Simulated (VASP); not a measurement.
A run of VASP 6.6.1 is set up as follows.

File POSCAR:

```
PtS2
1.0
    3.5526415799      0.0000000000      0.0000000000
   -1.7763207900      3.0766778587      0.0000000000
    0.0000000000      0.0000000000      5.1739381656
Pt S
1 2
Direct
    0.0000000000      0.0000000000      0.0000000000
    0.3333333333      0.6666666667      0.2371271869
    0.6666666667      0.3333333333      0.7628728131
```

File INCAR.step1:

```
PREC = Accurate
ENCUT = 520
ISMEAR = 0
SIGMA = 0.01
LREAL = False
LASPH = True
NELM = 100
NBANDS = 18
GGA = PE
ALGO = Normal
EDIFF = 1E-4
LWAVE = True
LCHARG = False
```

The input INCAR.step2:

```
PREC = Accurate
ENCUT = 520
EDIFF = 1E-7
ISMEAR = 0
SIGMA = 0.01
LREAL = False
LASPH = True
NELM = 100
ALGO = Normal
ISIF = 2
LWAVE = False
LCHARG = True
METAGGA = R2SCAN
LMIXTAU = True
LELF = True
LVHAR = True
NBANDS = 18
ISTART = 1
```

Contents of KPOINTS:

```
regular mesh
0
Gamma
  12 12 6
```

Potentials or basis: VASP PAW PBE potentials, release 64 (Pt, S).

Run with:

```console
$ cat potpaw_PBE.64/Pt/POTCAR potpaw_PBE.64/S/POTCAR > POTCAR
$ cp INCAR.step1 INCAR
$ mpirun -np 1 vasp_std > vasp.out
$ cp INCAR.step2 INCAR
$ mpirun -np 1 vasp_std > vasp.out
```

Q: Estimate the band gap on the k mesh.

A: 0.90 eV (least direct gap 1.17 eV).

Q: Estimate the largest force.

A: 0.048 eV/Å.

Q: Predict the pressure.

A: 1.0 GPa.

Forces in eV/Å, atoms in the order of the input:
```
Pt   0.000  0.000  0.000
S    0.000  0.000 -0.048
S    0.000  0.000  0.048
```

Caveat: the cell differs from its parent crystal (uniaxial z strain +1.0%); the PAW data sets were made with another functional, which shifts forces and pressure a little; spin-orbit coupling is left out, which moves the levels of the heavy elements. A k mesh can miss the band edges.
